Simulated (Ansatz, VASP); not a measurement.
## Re: VASP beside Ansatz

```
Re
1.0
     2.63715    0.00000    0.00000
    -1.31858    2.28384    0.00000
     0.00000    0.00000    4.21677
Re
2
Direct
  0.33333 0.66667 0.25000
  0.66667 0.33333 0.75000
```

Change from the starting cell: volume scaled by 1.04, PAW files.

Alike in both runs: task electric field gradients; functional PBEsol; k mesh 18 × 18 × 10; occupations fermi-dirac, width 0.05 eV; no spin polarisation.

|  | VASP | Ansatz |
| --- | --- | --- |
| version | VASP 6.6.1 | Ansatz 0.2.0 |
| potentials or method | VASP PAW PBE potentials, release 64 (Re) | PAW with Ansatz's default frozen-core files, scalar-relativistic |
| plane-wave cutoff (eV) | 520 | 420 |
| valence electrons in the cell | 14 | 30 |

VASP gave:

```
pressure (GPa)                                                : 74.0
traceless stress, the component that is largest in VASP (GPa) : 4.90
size of Vzz on the site where it differs most (V/Å²)          : 105.7
```

Problem. Which values does Ansatz return?

Solution. Pressure (GPa): 71.8; traceless stress, the component that is largest in VASP (GPa): 5.01; size of Vzz on the site where it differs most (V/Å²): 87.5.

VASP's potentials were made for PBE, not for PBEsol. Both programs put the cell under a high pressure, so it lies far from rest at this level. VASP's potentials hold 14 valence electrons a cell and Ansatz's 30, so a difference there can come from the potentials and not from the codes.

Neither program's run includes spin-orbit coupling. Noted on VASP's run: the cell as given lies far from equilibrium.
